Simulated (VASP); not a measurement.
## MgAl6N8 (a cell with a defect): single point with PBE

MgAl6N8 (a cell with a defect):

```
Al N Mg
1.0
    -3.11000   -5.38668    0.00000
     4.66500   -2.69334    0.00000
     0.00000    0.00000    4.98000
Al N Mg
6 8 1
Direct
  0.50047 0.67440 0.98438
  0.23400 0.12045 0.03934
  0.24237 0.83747 0.50040
  0.01471 0.66271 0.00407
  0.99013 0.37323 0.54319
  0.75893 0.82464 0.49326
  0.49695 0.72478 0.34899
  0.38144 0.36851 0.86581
  0.19046 0.15623 0.38663
  0.25132 0.83941 0.86720
  0.00676 0.66870 0.36469
  0.14683 0.38616 0.85864
  0.79596 0.15342 0.42808
  0.76287 0.66998 0.82456
  0.51389 0.34131 0.46598
```

```yaml
Program: VASP 6.6.1
Task: single point
Functional: PBE
Potentials_or_basis: VASP PAW PBE potentials, release 64 (Al, N, Mg)
Cutoff: 520 eV
k_mesh: 2 × 2 × 2
Occupations: fermi-dirac, width 0.05 eV
Spin: no spin polarisation
```

The pressure is 17.0 GPa. The largest force is 1.375 eV/Å and the band gap on the k mesh is zero (band 30 reaches 5.23 eV, above the bottom of band 31 at 5.01 eV).

Forces in eV/Å, atoms in the order of the input:
```
Al  -0.064  0.026  0.060
Al  -0.101 -0.105 -0.020
Al  -0.100 -0.136 -0.049
Al   0.057  0.042 -0.053
Al  -0.367  0.006 -0.432
Al   0.054  0.088 -0.037
N   -0.644  0.368  0.070
N    0.199  0.125 -0.176
N   -0.420 -1.305  0.109
N   -0.057  0.005  0.003
N    0.077 -0.061 -0.002
N    0.067  0.096 -0.100
N    0.622  0.706  0.325
N    0.206 -0.036  0.075
Mg   0.471  0.182  0.229
```

Stress tensor (GPa, compression positive):
```
18.54 -9.04 -2.13
-9.04 13.31 -0.30
-2.13 -0.30 19.12
```

Levels at points of the mesh, in eV from the Fermi level:
```tsv
k point	band 26	band 27	band 28	band 29	band 30	band 31	band 32	band 33	band 34	band 35
(0.00, 0.00, 0.00)	-0.83	-0.76	-0.63	-0.45	-0.36	0.12	3.60	5.35	5.68	6.03
(0.50, 0.00, 0.00)	-1.05	-0.92	-0.79	-0.71	-0.39	-0.10	4.02	4.82	5.75	6.56
(0.00, 0.50, 0.00)	-1.13	-0.82	-0.63	-0.37	-0.07	0.09	4.38	5.49	5.69	6.13
(0.50, 0.50, 0.00)	-1.28	-1.02	-0.76	-0.47	-0.14	0.17	5.01	5.48	5.68	6.43
(0.00, 0.00, 0.50)	-1.12	-1.01	-0.72	-0.68	-0.16	0.14	4.94	5.15	5.93	6.11
(0.50, 0.00, 0.50)	-1.16	-1.03	-0.94	-0.82	-0.36	0.34	4.98	5.18	5.91	6.57
(0.00, 0.50, 0.50)	-1.33	-1.13	-0.54	-0.31	-0.23	0.19	4.68	5.11	5.50	5.76
(0.50, 0.50, 0.50)	-1.34	-1.31	-0.75	-0.39	0.12	0.27	5.16	5.26	5.53	6.22
```

Wall time 53 s on 1 thread of Intel(R) Xeon(R) 6975P-C (Granite Rapids) (shared host), peak memory 0.27 GiB.

Caveat: the k points lie up to 0.63 Å⁻¹ apart.
